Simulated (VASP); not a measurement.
# BP (F-43m) in VASP: a series of runs

The runs below take BP through single point, with PBE, BLYP, r2SCAN.

Everything below comes from runs of VASP 6.6.1. Logs are shortened: lines on timing, memory, paths and dates and some standing lists are left out, and cuts for length are marked.

## Step 1: The cell of the first run

The structure is cubic, space group F-43m (No. 216). The conventional cell has a = 4.538 Å, b = 4.538 Å, c = 4.538 Å, α = 90.00°, β = 90.00°, γ = 90.00°. P (site symmetry -43m) has 4 B at 1.97 Å within 2.6 Å. B (site symmetry -43m) has 4 P at 1.97 Å within 2.6 Å.

## Step 2: Single point, PBE

File INCAR:

```
SYSTEM = BP
PREC = Accurate ; ENCUT = 520
EDIFF = 1E-6 ; ISMEAR = 0
SIGMA = 0.012 ; LREAL = .False.
LASPH = .True. ; NELM = 80
ALGO = Normal ; ISIF = 2
LWAVE = .False. ; LCHARG = .False.
GGA = PE ; NBANDS = 11
```

File KPOINTS:

```
Automatic mesh
0
Gamma
  10 10 10
  0 0 0
```

File POSCAR:

```
BP
1.0
    0.0000000000      2.2690000000      2.2690000000
    2.2690000000      0.0000000000      2.2690000000
    2.2690000000      2.2690000000      0.0000000000
P B
1 1
Direct
    0.7500000000      0.7500000000      0.7500000000
    0.0000000000      0.0000000000      0.0000000000
```

Potentials or basis: VASP PAW PBE potentials, release 64 (P, B).

On the command line:

```
$ cat potpaw_PBE.64/P/POTCAR potpaw_PBE.64/B/POTCAR > POTCAR
$ mpirun -np 1 vasp_std > vasp.out
```

OUTCAR:

```text
SYSTEM = BP
   PREC = Accurate
   ENCUT = 520
   EDIFF = 1E-6
   ISMEAR = 0
   LREAL = .False.
   LASPH = .True.
   NELM = 80
   ISIF = 2
   GGA = PE

 ion  position               nearest neighbor table
   1  0.750  0.750  0.750-   2 1.97   2 1.97   2 1.97   2 1.97
   2  0.000  0.000  0.000-   1 1.97   1 1.97   1 1.97   1 1.97

  LATTYP: Found a face centered cubic cell.
 ALAT       =     4.5380000000

  Lattice vectors:

 A1 = (   0.0000000000,   2.2690000000,   2.2690000000)
 A2 = (   2.2690000000,   0.0000000000,   2.2690000000)
 A3 = (   2.2690000000,   2.2690000000,   0.0000000000)

Analysis of symmetry for initial positions (statically):
=====================================================================
 Subroutine PRICEL returns:
 Original cell was already a primitive cell.

 Routine SETGRP: Setting up the symmetry group for a
 face centered cubic supercell.

 Subroutine GETGRP returns: Found 24 space group operations
 (whereof 24 operations were pure point group operations)
 out of a pool of 48 trial point group operations.

The static configuration has the point symmetry T_d .

Analysis of symmetry for dynamics (positions and initial velocities):
=====================================================================
 Subroutine PRICEL returns:
 Original cell was already a primitive cell.

 Routine SETGRP: Setting up the symmetry group for a
 face centered cubic supercell.

 Subroutine GETGRP returns: Found 24 space group operations
 (whereof 24 operations were pure point group operations)
 out of a pool of 48 trial point group operations.

The dynamic configuration has the point symmetry T_d .

 Subroutine INISYM returns: Found 24 space group operations
 (whereof 24 operations are pure point group operations),
 and found     1 'primitive' translations

----------------------------------------------------------------------------------------

                                     Primitive cell

  volume of cell :      23.3633

  direct lattice vectors                    reciprocal lattice vectors
     0.000000000  2.269000000  2.269000000    -0.220361393  0.220361393  0.220361393
     2.269000000  0.000000000  2.269000000     0.220361393 -0.220361393  0.220361393
     2.269000000  2.269000000  0.000000000     0.220361393  0.220361393 -0.220361393

  length of vectors
     3.208850573  3.208850573  3.208850573     0.381677128  0.381677128  0.381677128

  position of ions in fractional coordinates (direct lattice)
     0.750000000  0.750000000  0.750000000
     0.000000000  0.000000000  0.000000000

  ion indices of the primitive-cell ions
[... 79 lines left out ...]
   IBRION =     -1    ionic relax: 0-MD 1-quasi-New 2-CG
   NFREE  =      0    steps in history (QN), initial steepest desc. (CG)
   ISIF   =      2    stress and relaxation
   ISYM   =      2    0-nonsym 1-usesym 2-fastsym
   POTIM  = 0.5000    time-step for ionic-motion
   TEBEG  =    0.0;   TEEND  =   0.0 temperature during run
   PSTRESS=    0.0 pullay stress
   NELECT =       8.0000    total number of electrons
   NUPDOWN=      -1.0000    fix difference up-down
   EMIN   =  10.00;   EMAX   =-10.00  energy-range for DOS
   EFERMI =   0.00;   METHOD = LEGACY
   ISMEAR =     0;   SIGMA  =   0.01  broadening in eV -4-tet -1-fermi 0-gaus
   EFERMI_NEDOS =   21; number of points for ismear=-14 and -15
   IALGO  =     38    algorithm
   IMIX   =      4    mixing-type and parameters
     AMIX     =   0.40;   BMIX     =  1.00
     AMIX_MAG =   1.60;   BMIX_MAG =  1.00
  volume/ion in A,a.u.               =      11.68        78.83
  Fermi-wavevector in a.u.,A,eV,Ry     =   1.145320  2.164342 17.847562  1.311759
  Thomas-Fermi vector in A             =   2.282009
   LORBIT       =      0    0 simple, 1 ext, 2 COOP (PROOUT), +10 PAW based schemes
   GGA     = PE    functional components
   LHFCALC =     F    Hartree Fock is set to
   AEXX    =    0.0000 exact exchange contribution
   IVDW    =     0    specifies the selected vdW correction
   LEPSILON=     F    determine dielectric tensor
   LRPA    =     F    only Hartree local field effects (RPA)
 non-spin polarized calculation
 Gauss-broadening in eV      SIGMA  =   0.01
  energy-cutoff  :      520.00
  volume of cell :       23.36
 maximum number of plane-waves:       639
   NGX = 11   NGY = 11   NGZ = 11

 number of electron       8.0000000 magnetization

 Free energy of the ion-electron system (eV)
  ---------------------------------------------------
  ext. energy  EPLUGINS =         0.00000000
  ---------------------------------------------------
  free energy    TOTEN  =       -12.93048094 eV

  energy without entropy =      -12.93048094  energy(sigma->0) =      -12.93048094

 E-fermi :   7.5676     XC(G=0): -10.9072

 val. band max:        7.4329392160   @ k =   0.0000   0.0000   0.0000
 cond. band min:       8.6721153515   @ k =   0.4000   0.4000   0.0000
 fundamental gap:      1.2391761355
 Fermi energy:         7.5675743907

 k-point     1 :       0.0000    0.0000    0.0000
  band No.  band energies     occupation
      1      -8.0275      2.00000
      2       7.4329      2.00000
      3       7.4329      2.00000
      4       7.4329      2.00000
      5      10.8336      0.00000
      6      10.8336      0.00000
      7      10.8336      0.00000
      8      14.8072      0.00000
      9      18.9456      0.00000
     10      19.5616      0.00000
     11      19.5616      0.00000
[... 309 lines left out ...]
 k-point    24 :       0.4000    0.3000    0.0000
  band No.  band energies     occupation
      1      -5.0879      2.00000
      2       1.2728      2.00000
      3       3.3845      2.00000
      4       3.9176      2.00000
      5       9.2444      0.00000
      6      11.0561      0.00000
      7      16.9123      0.00000
      8      16.9206      0.00000
      9      21.4338      0.00000
     10      22.6949      0.00000
     11      24.4914      0.00000

 [... further k-points ...]
[... 5 lines left out ...]
  --------------------------------------------------------------------------------------
  -------------------------------------------------------------------------------------
  Total        0.1296651      0.1296651      0.1296651      0.0000000      0.0000000     -0.0000000
  in kB        8.8920177      8.8920177      8.8920177      0.0000000      0.0000000     -0.0000000
  external PRESSURE =       8.8920177 kB  Pullay stress =       0.0000000 kB

 VOLUME and BASIS-vectors are now :
 -----------------------------------------------------------------------------
  energy-cutoff  :      520.00
  volume of cell :       23.36
      direct lattice vectors                 reciprocal lattice vectors
     0.000000000  2.269000000  2.269000000    -0.220361393  0.220361393  0.220361393
     2.269000000  0.000000000  2.269000000     0.220361393 -0.220361393  0.220361393
     2.269000000  2.269000000  0.000000000     0.220361393  0.220361393 -0.220361393

 POSITION                                       TOTAL-FORCE (eV/Angst)
 -----------------------------------------------------------------------------------
      3.40350      3.40350      3.40350         0.000000     -0.000000     -0.000000
      0.00000      0.00000      0.00000        -0.000000      0.000000      0.000000
 -----------------------------------------------------------------------------------
    total drift:                               -0.000000     -0.000000     -0.000000

  FREE ENERGIE OF THE ION-ELECTRON SYSTEM (eV)
  ---------------------------------------------------
  free  energy   TOTEN  =       -12.9304809422 eV

  energy  without entropy=      -12.9304809422  energy(sigma->0) =      -12.93048094
```

Wall time 15 s (1 thread of Intel Xeon 6975P-C, shared host); peak memory 0.13 GiB.

Results:

```
Free energy            : -12.9305 eV
Pressure               : 0.9 GPa
Band gap on the k mesh : 1.24 eV, indirect (least direct gap 3.40 eV)
```

Levels at points of the mesh, in eV from the valence-band top:
| k point | band 1 | band 2 | band 3 | band 4 | band 5 | band 6 | band 7 | band 8 | band 9 |
| --- | --- | --- | --- | --- | --- | --- | --- | --- | --- |
| (0.00, 0.00, 0.00) | -15.46 | 0.00 | 0.00 | 0.00 | 3.40 | 3.40 | 3.40 | 7.37 | 11.51 |
| (0.50, 0.00, 0.00) | -12.14 | -9.03 | -1.76 | -1.76 | 3.78 | 4.71 | 4.71 | 10.13 | 14.63 |
| (0.50, 0.50, 0.00) | -10.61 | -8.58 | -4.11 | -4.11 | 1.33 | 1.66 | 12.12 | 12.12 | 15.23 |

(Part 1 of 2 ends here.)
